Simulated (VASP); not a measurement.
# MoS2 in VASP: further runs, part 3 of 3

VASP 6.6.1.

### Step 5. Single point, PBEsol

This run uses another cell than the first one.

INCAR reads:

```
SYSTEM = MoS2
  ALGO = Normal
  EDIFF = 1E-6
  ENCUT = 520
  GGA = PS
  ISIF = 2
  ISMEAR = -1
  LASPH = .True.
  LCHARG = .True.
  LELF = .True.
  LREAL = .False.
  LVHAR = .True.
  LWAVE = .False.
  NBANDS = 20
  NELM = 60
  PREC = Accurate
  SIGMA = 0.1
```

KPOINTS reads:

```
k-points
0
Gamma
  8 8 2
  0 0 0
```

POSCAR reads:

```
MoS2
1.0
    3.2260312525      0.0000000000      0.0000000000
   -1.6130105604      2.7938174508      0.0000000000
    0.0000000000      0.0000000000     17.5627130015
Mo S
1 2
Direct
    0.0000000000      0.0000000000      0.0000000000
    0.3333333333      0.6666666667      0.0894900000
    0.3333333333      0.6666666667      0.9105100000
```

Potentials or basis: VASP PAW PBE potentials, release 64 (Mo_sv, S).

Run with:

```bash
cat potpaw_PBE.64/Mo_sv/POTCAR potpaw_PBE.64/S/POTCAR > POTCAR
mpirun -np 1 vasp_std > vasp.out
```

OUTCAR:

```text
SYSTEM = MoS2
   EDIFF = 1E-6
   ENCUT = 520
   GGA = PS
   ISIF = 2
   ISMEAR = -1
   LASPH = .True.
   LREAL = .False.
   NELM = 60
   PREC = Accurate

 ion  position               nearest neighbor table
   1  0.000  0.000  0.000-   2 2.44   3 2.44   2 2.44   3 2.44   2 2.44   3 2.44
   2  0.333  0.667  0.089-   1 2.44   1 2.44   1 2.44
   3  0.333  0.667  0.911-   1 2.44   1 2.44   1 2.44

  LATTYP: Found a hexagonal cell.
 ALAT       =     3.2260312525
 C/A-ratio  =     5.4440616432

  Lattice vectors:

 A1 = (   3.2260312525,   0.0000000000,   0.0000000000)
 A2 = (  -1.6130105604,   2.7938174508,   0.0000000000)
 A3 = (   0.0000000000,   0.0000000000,  17.5627130015)

Analysis of symmetry for initial positions (statically):
=====================================================================
 Subroutine PRICEL returns:
 Original cell was already a primitive cell.

 Routine SETGRP: Setting up the symmetry group for a
 hexagonal supercell.

 Subroutine GETGRP returns: Found 12 space group operations
 (whereof 12 operations were pure point group operations)
 out of a pool of 24 trial point group operations.

The static configuration has the point symmetry D_3h.

Analysis of symmetry for dynamics (positions and initial velocities):
=====================================================================
 Subroutine PRICEL returns:
 Original cell was already a primitive cell.

 Routine SETGRP: Setting up the symmetry group for a
 hexagonal supercell.

 Subroutine GETGRP returns: Found 12 space group operations
 (whereof 12 operations were pure point group operations)
 out of a pool of 24 trial point group operations.

The dynamic configuration has the point symmetry D_3h.

 Subroutine INISYM returns: Found 12 space group operations
 (whereof 12 operations are pure point group operations),
 and found     1 'primitive' translations

----------------------------------------------------------------------------------------

                                     Primitive cell

  volume of cell :     158.2917

  direct lattice vectors                    reciprocal lattice vectors
     3.226031252  0.000000000  0.000000000     0.309978398  0.178966034  0.000000000
    -1.613010560  2.793817451  0.000000000     0.000000000  0.357933193  0.000000000
     0.000000000  0.000000000 17.562713002     0.000000000  0.000000000  0.056938811

  length of vectors
     3.226031252  3.226022166 17.562713002     0.357932185  0.357933193  0.056938811

  position of ions in fractional coordinates (direct lattice)
     0.000000000  0.000000000  0.000000000
     0.333333333  0.666666667  0.089490000
     0.333333333  0.666666667  0.910510000

  ion indices of the primitive-cell ions
   primitive index   ion index
                 1           1
                 2           2
                 3           3

----------------------------------------------------------------------------------------

 KPOINTS: k-points

Automatic generation of k-mesh.
 Grid dimensions read from file:
 generate k-points for:    8    8    2

 Generating k-lattice:

  Cartesian coordinates                     Fractional coordinates (reciprocal lattice)
     0.038747300  0.022370754  0.000000000     0.125000000  0.000000000  0.000000000
     0.000000000  0.044741649  0.000000000     0.000000000  0.125000000  0.000000000
     0.000000000  0.000000000  0.028469406     0.000000000  0.000000000  0.500000000

  Length of vectors
     0.044741523  0.044741649  0.028469406

  Shift w.r.t. Gamma in fractional coordinates (k-lattice)
     0.000000000  0.000000000  0.000000000

 Subroutine IBZKPT returns following result:
 ===========================================

 Found     20 irreducible k-points:

 Following reciprocal coordinates:
            Coordinates               Weight
  0.000000  0.000000  0.000000      1.000000
  0.125000  0.000000  0.000000      6.000000
  0.250000  0.000000  0.000000      6.000000
  0.375000  0.000000  0.000000      6.000000
  0.500000  0.000000  0.000000      3.000000
  0.125000  0.125000  0.000000      6.000000
[... 12 lines left out ...]
  0.250000  0.250000  0.500000      6.000000
  0.375000  0.250000  0.500000      6.000000
   k-points           NKPTS =     20   k-points in BZ     NKDIM =     20   number of bands    NBANDS=     20
   number of dos      NEDOS =    301   number of ions     NIONS =      3
   total plane-waves  NPLWV =  80640
   dimension x,y,z NGX =    24 NGY =   24 NGZ =  140
   dimension x,y,z NGXF=    48 NGYF=   48 NGZF=  280
   ions per type =               1   2
   NGX,Y,Z   is equivalent  to a cutoff of  12.37, 12.37, 13.25 a.u.
   NGXF,Y,Z  is equivalent  to a cutoff of  24.74, 24.74, 26.50 a.u.
 SYSTEM =  MoS2
   PREC   = accura    normal or accurate (medium, high low for compatibility)
   ISTART =      0    job   : 0-new  1-cont  2-samecut
   ICHARG =      2    charge: 1-file 2-atom 10-const
   ISPIN  =      1    spin polarized calculation?
   LNONCOLLINEAR =      F non collinear calculations
   LSORBIT =      F    spin-orbit coupling
   LASPH  =      T    aspherical Exc in radial PAW
   ENCUT  =  520.0 eV  38.22 Ry    6.18 a.u.   6.00  6.00 32.66*2*pi/ulx,y,z
   NELM   =     60;   NELMIN=  2; NELMDL= -5     # of ELM steps
   EDIFF  = 0.1E-05   stopping-criterion for ELM
   LREAL  =      F    real-space projection
   EDIFFG = 0.1E-04   stopping-criterion for IOM
   NSW    =      0    number of steps for IOM
   IBRION =     -1    ionic relax: 0-MD 1-quasi-New 2-CG
   NFREE  =      0    steps in history (QN), initial steepest desc. (CG)
   ISIF   =      2    stress and relaxation
   ISYM   =      2    0-nonsym 1-usesym 2-fastsym
   POTIM  = 0.5000    time-step for ionic-motion
   TEBEG  =    0.0;   TEEND  =   0.0 temperature during run
   PSTRESS=    0.0 pullay stress
   NELECT =      26.0000    total number of electrons
   NUPDOWN=      -1.0000    fix difference up-down
   EMIN   =  10.00;   EMAX   =-10.00  energy-range for DOS
   EFERMI =   0.00;   METHOD = LEGACY
   ISMEAR =    -1;   SIGMA  =   0.10  broadening in eV -4-tet -1-fermi 0-gaus
   EFERMI_NEDOS =   21; number of points for ismear=-14 and -15
   IALGO  =     38    algorithm
   IMIX   =      4    mixing-type and parameters
     AMIX     =   0.40;   BMIX     =  1.00
     AMIX_MAG =   1.60;   BMIX_MAG =  1.00
  volume/ion in A,a.u.               =      52.76       356.07
  Fermi-wavevector in a.u.,A,eV,Ry     =   0.896561  1.694255 10.936659  0.803822
  Thomas-Fermi vector in A             =   2.019035
   LORBIT       =      0    0 simple, 1 ext, 2 COOP (PROOUT), +10 PAW based schemes
   GGA     = PS    functional components
   LHFCALC =     F    Hartree Fock is set to
   AEXX    =    0.0000 exact exchange contribution
   IVDW    =     0    specifies the selected vdW correction
   LEPSILON=     F    determine dielectric tensor
   LRPA    =     F    only Hartree local field effects (RPA)
 non-spin polarized calculation
  energy-cutoff  :      520.00
  volume of cell :      158.29
 maximum number of plane-waves:      4294
 NGX is ok and might be reduce to    24
   NGX = 11   NGY = 11   NGZ = 65

 number of electron      26.0000010 magnetization

 Free energy of the ion-electron system (eV)
  ---------------------------------------------------
  ext. energy  EPLUGINS =         0.00000000
  ---------------------------------------------------
  free energy    TOTEN  =       -23.32872405 eV

  energy without entropy =      -23.32864771  energy(sigma->0) =      -23.32868588

 E-fermi :  -0.8120     XC(G=0):  -4.3197

 val. band max:       -1.6047587854   @ k =   0.0000   0.0000   0.5000
 cond. band min:       0.0730609055   @ k =   0.3750   0.2500   0.0000
 fundamental gap:      1.6778196909
 Fermi energy:        -0.8120347546

 k-point     1 :       0.0000    0.0000    0.0000
  band No.  band energies     occupation
      1     -62.4757      2.00000
      2     -36.6187      2.00000
      3     -36.4472      2.00000
      4     -36.4472      2.00000
      5     -15.5393      2.00000
      6     -14.2835      2.00000
[... 12 lines left out ...]
     19       4.1619      0.00000
     20       4.3704      0.00000
[... 415 lines left out ...]
 k-point    20 :       0.3750    0.2500    0.5000
  band No.  band energies     occupation
      1     -62.4412      2.00000
      2     -36.7141      2.00000
      3     -36.6206      2.00000
      4     -36.5484      2.00000
      5     -13.5740      2.00000
      6     -13.4387      2.00000
[... 12 lines left out ...]
     19       6.4129      0.00000
     20       7.7265      0.00000

------------------------ aborting loop because EDIFF is reached ----------------------------------------

  FORCE on cell =-STRESS in cart. coord.  units (eV):
  Direction    XX          YY          ZZ          XY          YZ          ZX
  --------------------------------------------------------------------------------------
  -------------------------------------------------------------------------------------
  Total       -3.1629473     -3.1629302     -2.3829602     -0.0000057      0.0000000      0.0000000
  in kB      -32.0143241    -32.0141506    -24.1195486     -0.0000580      0.0000000      0.0000000
  external PRESSURE =     -29.3826744 kB  Pullay stress =       0.0000000 kB

 VOLUME and BASIS-vectors are now :
 -----------------------------------------------------------------------------
  energy-cutoff  :      520.00
  volume of cell :      158.29
      direct lattice vectors                 reciprocal lattice vectors
     3.226031252  0.000000000  0.000000000     0.309978398  0.178966034  0.000000000
    -1.613010560  2.793817451  0.000000000     0.000000000  0.357933193  0.000000000
     0.000000000  0.000000000 17.562713002     0.000000000  0.000000000  0.056938811

 POSITION                                       TOTAL-FORCE (eV/Angst)
 -----------------------------------------------------------------------------------
      0.00000      0.00000      0.00000        -0.000000     -0.000000      0.000000
      0.00000      1.86254      1.57169        -0.000000     -0.000000     -0.750308
      0.00000      1.86254     15.99103         0.000000      0.000000      0.750308
 -----------------------------------------------------------------------------------
    total drift:                               -0.000047     -0.000070     -0.000000

  FREE ENERGIE OF THE ION-ELECTRON SYSTEM (eV)
  ---------------------------------------------------
  free  energy   TOTEN  =       -23.3287240516 eV

  energy  without entropy=      -23.3286477122  energy(sigma->0) =      -23.32868588
```

OSZICAR:

```text
N       E                     dE             d eps       ncg     rms          rms(c)
DAV:   1     0.162433555278E+03    0.16243E+03   -0.11997E+04   984   0.107E+03
DAV:   2    -0.137888992715E+02   -0.17622E+03   -0.17188E+03  1092   0.251E+02
DAV:   3    -0.247593205106E+02   -0.10970E+02   -0.10864E+02  1020   0.559E+01
[... 14 lines left out ...]
DAV:  18    -0.233286955705E+02   -0.53503E-04   -0.34330E-06   780   0.901E-03    0.427E-03
DAV:  19    -0.233287106699E+02   -0.15099E-04   -0.81743E-07   836   0.414E-03    0.192E-03
DAV:  20    -0.233287217607E+02   -0.11091E-04   -0.70672E-07   788   0.251E-03    0.676E-04
DAV:  21    -0.233287236518E+02   -0.18911E-05   -0.94659E-08   700   0.761E-04    0.356E-04
DAV:  22    -0.233287240516E+02   -0.39986E-06   -0.11619E-08   556   0.291E-04
   1 F= -.23328724E+02 E0= -.23328686E+02  d E =-.763395E-04
```

Wall time 62 s (1 thread of AMD EPYC 9R45 (Zen 5), shared host); peak memory 0.24 GiB.

What came out:

- Free energy: -23.3287 eV
- Largest force: 0.750 eV/Å
- Band gap on the k mesh: 1.68 eV (least direct gap 1.88 eV)

Forces on the atoms (eV/Å):
```
Mo   0.000  0.000  0.000
S    0.000  0.000 -0.750
S    0.000  0.000  0.750
```

Caveat: there is no dipole correction, which matters where the two faces differ; the PAW data sets were made with another functional, which shifts forces and pressure a little.

### Step 6. Single point, PBEsol

This run uses another cell than the first one.

INCAR reads:

```
PREC = Accurate
ENCUT = 520
EDIFF = 1E-7
ISMEAR = -1
SIGMA = 0.1
LREAL = F
LASPH = T
NELM = 80
ALGO = Normal
ISIF = 2
LWAVE = F
LCHARG = F
GGA = PS
NBANDS = 20
```

KPOINTS reads:

```
regular mesh
0
Gamma
  8 8 2
```

POSCAR reads:

```
MoS2
1.0
    3.2465797763      0.0000000000      0.0000000000
   -1.6232847901      2.8116129462      0.0000000000
    0.0000000000      0.0000000000     17.6745804316
Mo S
1 2
Direct
    0.0000000000      0.0000000000      0.0000000000
    0.3333333333      0.6666666667      0.0894900000
    0.3333333333      0.6666666667      0.9105100000
```

Potentials or basis: VASP PAW PBE potentials, release 64 (Mo_sv, S).

Run with:

```bash
cat potpaw_PBE.64/Mo_sv/POTCAR potpaw_PBE.64/S/POTCAR > POTCAR
mpirun -np 1 vasp_std > vasp.out
```

Run time: 63 s. Hardware: 1 thread of AMD EPYC 9R45 (Zen 5), shared host; peak memory 0.24 GiB.

Results (log left out):

- Free energy: -23.2661 eV
- Largest force: 1.019 eV/Å
- Band gap on the k mesh: 1.63 eV (least direct gap 1.83 eV)

Forces on the atoms (eV/Å):
```
Mo   0.000  0.000  0.000
S    0.000  0.000 -1.019
S    0.000  0.000  1.019
```

Levels at points of the mesh, in eV from the valence-band top:
```csv
k point,band 9,band 10,band 11,band 12,band 13,band 14,band 15,band 16,band 17,band 18
"(0.00, 0.00, 0.00)",-2.56,-1.72,-1.53,-1.53,0.00,2.54,2.54,2.75,2.75,5.30
"(0.50, 0.00, 0.00)",-3.95,-3.08,-1.85,-1.07,-0.66,2.00,2.48,3.62,3.99,5.93
"(0.00, 0.00, 0.50)",-2.56,-1.72,-1.53,-1.53,0.00,2.54,2.54,2.75,2.75,5.35
"(0.50, 0.00, 0.50)",-3.95,-3.08,-1.85,-1.07,-0.66,2.00,2.48,3.62,3.99,5.93
```

Caveat: there is no dipole correction, which matters where the two faces differ; the PAW data sets were made with another functional, which shifts forces and pressure a little.

### Step 7. The runs side by side

```csv
cell,gap on the mesh (eV),largest force (eV/Å)
"a = 3.163, b = 3.163, c = 17.218 Å, angles 90.0, 90.0, 120.0°, 3 atoms",1.84,0.20
"a = 3.184, b = 3.184, c = 17.335 Å, angles 90.0, 90.0, 120.0°, 3 atoms",1.78,0.14
"a = 3.205, b = 3.205, c = 17.449 Å, angles 90.0, 90.0, 120.0°, 3 atoms",1.73,0.46
"a = 3.226, b = 3.226, c = 17.563 Å, angles 90.0, 90.0, 120.0°, 3 atoms",1.68,0.75
"a = 3.247, b = 3.247, c = 17.675 Å, angles 90.0, 90.0, 120.0°, 3 atoms",1.63,1.02
```

Alike in all rows: task single point; level PBEsol; potentials or basis VASP PAW PBE potentials, release 64 (Mo_sv, S); no spin polarisation; k mesh 8 × 8 × 2; cutoff (eV) 520; smearing fermi-dirac 0.1 eV.

Caveats: there is no dipole correction, which matters where the two faces differ; the PAW data sets were made with another functional, which shifts forces and pressure a little.

Total energies depend on the potentials used, so only differences within one code and one set of settings carry meaning.
